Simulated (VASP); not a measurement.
# ZnO (P6_3mc) in VASP: further runs, part 2 of 2

VASP 6.6.1. The steps go on from the part before.

**3. Relaxation of cell and atoms, PBEsol, target pressure 5 GPa, at which the enthalpy is minimised**

INCAR

```
ALGO     = Normal         # electronic algorithm
EDIFF    = 1E-6           # SCF threshold, eV
EDIFFG   = -0.005         # ionic threshold
ENCUT    = 600            # plane-wave cutoff, eV
GGA      = PS             # functional
IBRION   = 2              # ionic algorithm
ISIF     = 3              # what is computed and relaxed
ISMEAR   = -1             # smearing method
LASPH    = True           # aspherical terms in the spheres
LCHARG   = False          # write CHGCAR
LREAL    = False          # projectors in reciprocal space
LWAVE    = False          # write WAVECAR
NELM     = 60             # most SCF steps
NSW      = 80             # ionic steps
PREC     = Accurate       # precision mode
PSTRESS  = 50.0         
SIGMA    = 0.05           # smearing width, eV
```

KPOINTS

```
k-points
0
Gamma
  9 9 5
```

POSCAR

```
ZnO
1.0
    3.2493080000      0.0000000000      0.0000000000
   -1.6246540000      2.8139832727      0.0000000000
    0.0000000000      0.0000000000      5.2057090000
Zn O
2 2
Direct
    0.6666666667      0.3333333333      0.0000000000
    0.3333333333      0.6666666667      0.5000000000
    0.3333333333      0.6666666667      0.8790100000
    0.6666666667      0.3333333333      0.3790100000
```

Potentials or basis: VASP PAW PBE potentials, release 64 (Zn, O).

Run with:

```sh
> cat potpaw_PBE.64/Zn/POTCAR potpaw_PBE.64/O/POTCAR > POTCAR
> mpirun -np 1 vasp_std > vasp.out
```

OUTCAR:

```text
EDIFF = 1E-6
   EDIFFG = -0.005
   ENCUT = 600
   GGA = PS
   IBRION = 2
   ISIF = 3
   ISMEAR = -1
   LASPH = True
   LREAL = False
   NELM = 60
   NSW = 80
   PREC = Accurate
   PSTRESS = 50.0

 ion  position               nearest neighbor table
   1  0.667  0.333  0.000-   4 1.97   3 1.98   3 1.98   3 1.98
   2  0.333  0.667  0.500-   3 1.97   4 1.98   4 1.98   4 1.98
   3  0.333  0.667  0.879-   2 1.97   1 1.98   1 1.98   1 1.98
   4  0.667  0.333  0.379-   1 1.97   2 1.98   2 1.98   2 1.98

  LATTYP: Found a hexagonal cell.
 ALAT       =     3.2493080000
 C/A-ratio  =     1.6020977390

  Lattice vectors:

 A1 = (   3.2493080000,   0.0000000000,   0.0000000000)
 A2 = (  -1.6246540000,   2.8139832727,   0.0000000000)
 A3 = (   0.0000000000,   0.0000000000,   5.2057090000)

Analysis of symmetry for initial positions (statically):
=====================================================================
 Subroutine PRICEL returns:
 Original cell was already a primitive cell.

 Routine SETGRP: Setting up the symmetry group for a
 hexagonal supercell.

 Subroutine GETGRP returns: Found 12 space group operations
 (whereof  6 operations were pure point group operations)
 out of a pool of 24 trial point group operations.

The static configuration has the point symmetry C_3v.
 The point group associated with its full space group is C_6v.

Analysis of symmetry for dynamics (positions and initial velocities):
=====================================================================
 Subroutine PRICEL returns:
 Original cell was already a primitive cell.

 Routine SETGRP: Setting up the symmetry group for a
 hexagonal supercell.

 Subroutine GETGRP returns: Found 12 space group operations
 (whereof  6 operations were pure point group operations)
 out of a pool of 24 trial point group operations.
[... 138 lines left out ...]
 non-spin polarized calculation
  energy-cutoff  :      600.00
  volume of cell :       47.60
 maximum number of plane-waves:      1605
 NGX is ok and might be reduce to    28
   NGX = 13   NGY = 13   NGZ = 21

--------------------------------------- Ionic step        1  -------------------------------------------

 number of electron      36.0000008 magnetization

 Free energy of the ion-electron system (eV)
  ---------------------------------------------------
  ext. energy  EPLUGINS =         0.00000000
  ---------------------------------------------------
  free energy    TOTEN  =       -19.41388307 eV

  energy without entropy =      -19.41387332  energy(sigma->0) =      -19.41387819

------------------------ aborting loop because EDIFF is reached ----------------------------------------

  FORCE on cell =-STRESS in cart. coord.  units (eV):
  Direction    XX          YY          ZZ          XY          YZ          ZX
  --------------------------------------------------------------------------------------
  -------------------------------------------------------------------------------------
  Total       -0.3667715     -0.3667715      0.1428244      0.0000000      0.0000000      0.0000000
  in kB      -12.3456471    -12.3456471      4.8075161      0.0000000      0.0000000      0.0000000
  external PRESSURE =     -56.6279260 kB  Pullay stress =      50.0000000 kB
[... 103 lines left out ...]
  energy  without entropy=      -19.3924250546  energy(sigma->0) =      -19.39242807

  enthalpy is  TOTEN    =       -17.9610722193 eV   P V=        1.4313588699

[... ionic steps 4 to 8 ...]

--------------------------------------- Ionic step        9  -------------------------------------------

 number of electron      35.9999997 magnetization

------------------------ aborting loop because EDIFF is reached ----------------------------------------
[... 75 lines left out ...]
--------------------------------------- Ionic step       11  -------------------------------------------

 number of electron      35.9999998 magnetization

 Free energy of the ion-electron system (eV)
  ---------------------------------------------------
  ext. energy  EPLUGINS =         0.00000000
  ---------------------------------------------------
  free energy    TOTEN  =       -19.39240260 eV

  energy without entropy =      -19.39239632  energy(sigma->0) =      -19.39239946

 E-fermi :   1.8005     XC(G=0): -11.3871

 val. band max:        1.3984436612   @ k =   0.0000   0.0000   0.0000
 cond. band min:       2.1280814392   @ k =   0.0000   0.0000   0.0000
 fundamental gap:      0.7296377780
 Fermi energy:         1.8005051205

 k-point     1 :       0.0000    0.0000    0.0000
  band No.  band energies     occupation
      1     -16.9602      2.00000
      2     -16.1609      2.00000
      3      -4.6318      2.00000
      4      -4.5124      2.00000
      5      -4.5124      2.00000
      6      -4.4671      2.00000
[... 589 lines left out ...]
     21       9.2822      0.00000
     22       9.4642      0.00000

 [... further k-points ...]

------------------------ aborting loop because EDIFF is reached ----------------------------------------

  FORCE on cell =-STRESS in cart. coord.  units (eV):
  Direction    XX          YY          ZZ          XY          YZ          ZX
  --------------------------------------------------------------------------------------
  -------------------------------------------------------------------------------------
  Total        1.4316740      1.4316740      1.4458666      0.0000000      0.0000000      0.0000000
  in kB       50.0176540     50.0176540     50.5134950      0.0000000      0.0000000      0.0000000
  external PRESSURE =       0.1829343 kB  Pullay stress =      50.0000000 kB
[... 23 lines left out ...]
  energy  without entropy=      -19.3923963235  energy(sigma->0) =      -19.39239946

  enthalpy is  TOTEN    =       -17.9612339279 eV   P V=        1.4311686765

 reached required accuracy - stopping structural energy minimisation
```

It took 1.9 min on 1 thread of Intel Xeon 6975P-C (Granite Rapids), shared host; peak memory 0.2 GiB.

What came out:

```
Free energy                                                : -19.3924 eV
Relaxed volume                                             : 11.46 Å³/atom
Relaxed cell                                               : a = 3.201 Å, b = 3.201 Å, c = 5.167 Å, α = 90.00°, β = 90.00°, γ = 120.00°
Space group after relaxing (to 0.1 Å)                      : P6_3mc (No. 186)
Energy change on relaxing (the run minimises the enthalpy) : +5.4 meV/atom
Ionic steps                                                : 11
Pressure after relaxing                                    : 5.0 GPa
Band gap on the k mesh                                     : 0.73 eV
```

The path:
```
step  energy change (eV)  largest force (eV/Å)  pressure (GPa)  volume (Å³)
   1              0.0000                0.0651           -0.66        47.60
   2              0.0709                0.0413            9.40        44.76
   3              0.0215                0.0081            5.00        45.87
   4              0.0225                0.0067            5.09        45.83
   5              0.0221                0.0161            5.04        45.84
   6              0.0221                0.0139            5.13        45.84
   7              0.0202                0.0124            4.96        45.90
   8              0.0200                0.0121            4.92        45.91
   9              0.0200                0.0035            4.89        45.91
  10              0.0201                0.0043            4.91        45.90
  11              0.0215                0.0016            5.02        45.86
```

Final structure:
```xyz
4
Lattice="3.2013 0.0000 0.0000 -1.6006 2.7724 0.0000 0.0000 0.0000 5.1672" Properties=species:S:1:pos:R:3 pbc="T T T"
Zn    1.6006    0.9241    0.0004
Zn    0.0000    1.8482    2.5840
O     0.0000    1.8482    4.5417
O     1.6006    0.9241    1.9581
```

Caveat: the cell is relaxed towards a set pressure, so the run minimises the enthalpy, not the energy; the PAW data sets were made with another functional, which shifts forces and pressure a little.

**4. Relaxation of cell and atoms, PBEsol, target pressure 10 GPa, at which the enthalpy is minimised**

INCAR

```
PREC = Accurate ; ENCUT = 600
EDIFF = 1E-6 ; ISMEAR = -1
SIGMA = 0.05 ; LREAL = F
LASPH = T ; NELM = 60
ALGO = Normal ; ISIF = 3
LWAVE = F ; LCHARG = F
GGA = PS ; IBRION = 2
NSW = 80 ; EDIFFG = -0.005
PSTRESS = 100.0
```

KPOINTS

```
Automatic mesh
0
Gamma
  9 9 5
```

POSCAR is that of step 3.

Run with:

```sh
> cat potpaw_PBE.64/Zn/POTCAR potpaw_PBE.64/O/POTCAR > POTCAR
> mpirun -np 1 vasp_std > vasp.out
```

Run time: 3.5 min. Hardware: 1 thread of Intel Xeon 6975P-C (Granite Rapids), shared host; peak memory 0.2 GiB.

It converged, with:

| Item | Value |
| --- | --- |
| Free energy | -19.3332 eV |
| Relaxed volume | 11.15 Å³/atom |
| Relaxed cell | a = 3.172 Å, b = 3.172 Å, c = 5.119 Å, α = 90.00°, β = 90.00°, γ = 120.00° |
| Space group after relaxing (to 0.1 Å) | P6_3mc (No. 186) |
| Energy change on relaxing (the run minimises the enthalpy) | +20.2 meV/atom |
| Ionic steps | 20 |
| Pressure after relaxing | 10.0 GPa |
| Band gap on the k mesh | 0.77 eV |

The path:
```csv
step,energy change (eV),largest force (eV/Å),pressure (GPa),volume (Å³)
1,0.0000,0.0651,-0.66,47.60
2,0.2942,0.0546,20.83,42.35
3,0.0795,0.0154,9.99,44.61
4,0.0831,0.0140,10.08,44.56
5,0.0826,0.0210,10.09,44.56
6,0.0827,0.0114,10.15,44.56
7,0.0790,0.0130,9.97,44.62
8,0.0787,0.0122,9.83,44.63
9,0.0789,0.0139,9.95,44.62
10,0.0786,0.0032,9.87,44.63
11,0.0785,0.0004,9.86,44.63
12,0.0792,0.0025,9.92,44.62
13,0.0802,0.0054,9.96,44.60
14,0.0822,0.0117,10.10,44.57
15,0.0810,0.0082,10.09,44.59
16,0.0806,0.0068,10.07,44.59
17,0.0803,0.0050,9.93,44.60
18,0.0805,0.0073,10.07,44.60
19,0.0806,0.0034,10.01,44.59
20,0.0807,0.0007,10.03,44.59
```

Final structure:
```yaml
crystal:
  lattice:
    - [3.17157, 0.00000, 0.00000]
    - [-1.58579, 2.74666, 0.00000]
    - [0.00000, 0.00000, 5.11889]
  atoms:
    - { symbol: Zn, position: [0.66667, 0.33333, 0.00007] }
    - { symbol: Zn, position: [0.33333, 0.66667, 0.50007] }
    - { symbol: O, position: [0.33333, 0.66667, 0.87894] }
    - { symbol: O, position: [0.66667, 0.33333, 0.37894] }
```

Levels at points of the mesh, in eV from the valence-band top:
```csv
k point,band 15,band 16,band 17,band 18,band 19,band 20,band 21,band 22
"(0.00, 0.00, 0.00)",-0.88,-0.11,0.00,0.00,0.77,5.36,8.28,13.11
```

Caveat: the cell is relaxed towards a set pressure, so the run minimises the enthalpy, not the energy; the PAW data sets were made with another functional, which shifts forces and pressure a little. PBEsol gaps usually lie below the measured ones, often by a third to a half.

**5. Relaxation of cell and atoms, PBEsol, target pressure 20 GPa, at which the enthalpy is minimised**

INCAR

```
PREC = Accurate
ENCUT = 600
EDIFF = 1E-6
ISMEAR = -1
SIGMA = 0.05
LREAL = False
LASPH = True
NELM = 60
ALGO = Normal
ISIF = 3
LWAVE = False
LCHARG = False
GGA = PS
IBRION = 2
NSW = 80
EDIFFG = -0.005
PSTRESS = 200.0
```

KPOINTS

```
regular mesh
0
Gamma
  9 9 5
```

POSCAR is that of step 4.

Run with:

```sh
> cat potpaw_PBE.64/Zn/POTCAR potpaw_PBE.64/O/POTCAR > POTCAR
> mpirun -np 1 vasp_std > vasp.out
```

Run time: 4.3 min. Hardware: 1 thread of Intel Xeon 6975P-C (Granite Rapids), shared host; peak memory 0.2 GiB.

Results (log left out):

```yaml
Free_energy: -19.1401 eV
Relaxed_volume: 10.63 Å³/atom
Relaxed_cell: a = 3.120 Å, b = 3.120 Å, c = 5.043 Å, α = 90.00°, β = 90.00°, γ = 120.00°
Space_group_after_relaxing_to_0.1_Å: P6_3mc (No. 186)
Energy_change_on_relaxing_the_run_minimises_the_enthalpy: +68.5 meV/atom
Ionic_steps: 22
Pressure_after_relaxing: 20.0 GPa
Band_gap_on_the_k_mesh: 0.84 eV
```

Step by step:
```tsv
step	energy change (eV)	largest force (eV/Å)	pressure (GPa)	volume (Å³)
1	0.0000	0.0651	-0.66	47.60
2	1.3223	0.0942	54.46	37.79
3	0.2602	0.0303	19.36	42.62
4	0.2733	0.0287	19.92	42.51
5	0.2857	0.0272	20.45	42.41
6	0.2648	0.0333	19.63	42.58
7	0.2729	0.0094	20.00	42.51
8	0.2732	0.0085	20.02	42.51
9	0.2721	0.0052	20.02	42.52
10	0.2691	0.0055	19.85	42.54
11	0.2701	0.0020	19.80	42.54
12	0.2711	0.0017	19.86	42.53
13	0.2712	0.0007	19.94	42.53
14	0.2714	0.0004	19.87	42.53
15	0.2719	0.0028	19.94	42.52
16	0.2729	0.0082	19.97	42.51
17	0.2749	0.0196	20.05	42.50
18	0.2736	0.0125	20.04	42.51
19	0.2736	0.0089	20.00	42.51
20	0.2737	0.0030	20.05	42.51
21	0.2740	0.0084	20.09	42.50
22	0.2738	0.0006	20.00	42.51
```

Final structure:
```
Zn O
1.0
     3.11970    0.00000    0.00000
    -1.55985    2.70174    0.00000
     0.00000    0.00000    5.04299
Zn O
2 2
Direct
  0.66667 0.33333 0.00034
  0.33333 0.66667 0.50034
  0.33333 0.66667 0.87867
  0.66667 0.33333 0.37867
```

Levels at points of the mesh, in eV from the valence-band top:
```
           k point  band 14  band 15  band 16  band 17  band 18  band 19  band 20  band 21  band 22
(0.00, 0.00, 0.00)    -0.94    -0.94    -0.13     0.00     0.00     0.84     5.53     8.43    13.36
```

Caveat: the cell is relaxed towards a set pressure, so the run minimises the enthalpy, not the energy; the PAW data sets were made with another functional, which shifts forces and pressure a little.

**6. Overview**

```csv
cell,gap on the mesh (eV),pressure (GPa)
relaxed,0.68,0.0
relaxed to 5 GPa,0.73,5.0
relaxed to 10 GPa,0.77,10.0
relaxed to 20 GPa,0.84,20.0
```

Alike in all rows: task relaxation of cell and atoms; level PBEsol; potentials or basis VASP PAW PBE potentials, release 64 (Zn, O); no spin polarisation; k mesh 9 × 9 × 5; cutoff (eV) 600; smearing fermi-dirac 0.05 eV.

Caveats: the PAW data sets were made with another functional, which shifts forces and pressure a little; the cell is relaxed towards a set pressure, so the run minimises the enthalpy, not the energy (at least some runs).

Total energies depend on the potentials used, so only differences within one code and one set of settings carry meaning.
